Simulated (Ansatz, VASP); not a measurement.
## One calculation of Sc, two programs

File INCAR:

```
PREC     = Accurate       # precision mode
ENCUT    = 600            # plane-wave cutoff, eV
EDIFF    = 1E-6           # SCF threshold, eV
ISMEAR   = -1             # smearing method
SIGMA    = 0.1            # smearing width, eV
LREAL    = F              # projectors in reciprocal space
LASPH    = T              # aspherical terms in the spheres
NELM     = 80             # most SCF steps
ALGO     = Normal         # electronic algorithm
ISIF     = 3              # what is computed and relaxed
LWAVE    = F              # write WAVECAR
LCHARG   = F              # write CHGCAR
GGA      = B5             # functional
ALDAX    = 1.0          
AGGAX    = 1.0          
AGGAC    = 1.0          
ALDAC    = 0.0          
IBRION   = 2              # ionic algorithm
NSW      = 80             # ionic steps
EDIFFG   = -0.01          # ionic threshold
```

File KPOINTS:

```
regular mesh
0
Gamma
  7 7 10
```

POSCAR

```
Sc
1.0
    5.2083761254      0.0000000000      0.0000000000
   -2.6041880627      4.5105860371      0.0000000000
    0.0000000000      0.0000000000      3.1927345649
Sc
3
Direct
    0.0000000000      0.0000000000      0.0000000000
    0.3333333333      0.6666666667      0.5000000000
    0.6666666667      0.3333333333      0.5000000000
```

Input for Ansatz:

```yaml
crystal:
  lattice:
    - [5.2083761254, 0.0, 0.0]
    - [-2.6041880627, 4.5105860371, 0.0]
    - [0.0, 0.0, 3.1927345649]
  atoms:
    - { symbol: Sc, position: [0.0, 0.0, 0.0] }
    - { symbol: Sc, position: [0.3333333333, 0.6666666667, 0.5] }
    - { symbol: Sc, position: [0.6666666667, 0.3333333333, 0.5] }
hamiltonian:
  xc: blyp
  pseudopotentials:
    kind: paw
    azcp:
      Sc: "pseudopotentials/Sc.paw.azcp"
basis:
  ecutwfc: 420
  fft_grid_basis: typed
kpoints:
  mp_grid: { grid: [7, 7, 10], shift: [0, 0, 0] }
magnetization:
  spin_polarized: false
scf:
  occupations: { method: fermi_dirac, width: 0.1 }
relax:
  max_steps: 60
  f_tol: 0.01
  cell: {}
```

Alike in both runs: task relaxation of cell and atoms; functional BLYP; k mesh 7 × 7 × 10; occupations fermi-dirac, width 0.1 eV; no spin polarisation.

```csv
,VASP,Ansatz
version,VASP 6.6.1,Ansatz 0.2.0
potentials or method,"VASP PAW PBE potentials, release 64 (Sc_sv), cutoff 600 eV","plane waves (420 eV) with PAW, scalar-relativistic"
valence electrons in the cell,33,33
```

|  | VASP | Ansatz | Ansatz less VASP |
| --- | --- | --- | --- |
| relaxed volume (Å³/atom) | 24.93 | 24.89 | -0.046 |
| relaxed cell length with the largest relative difference (Å) | 5.162 | 5.159 | -0.0036 |

VASP's potentials were made for PBE, not for BLYP.
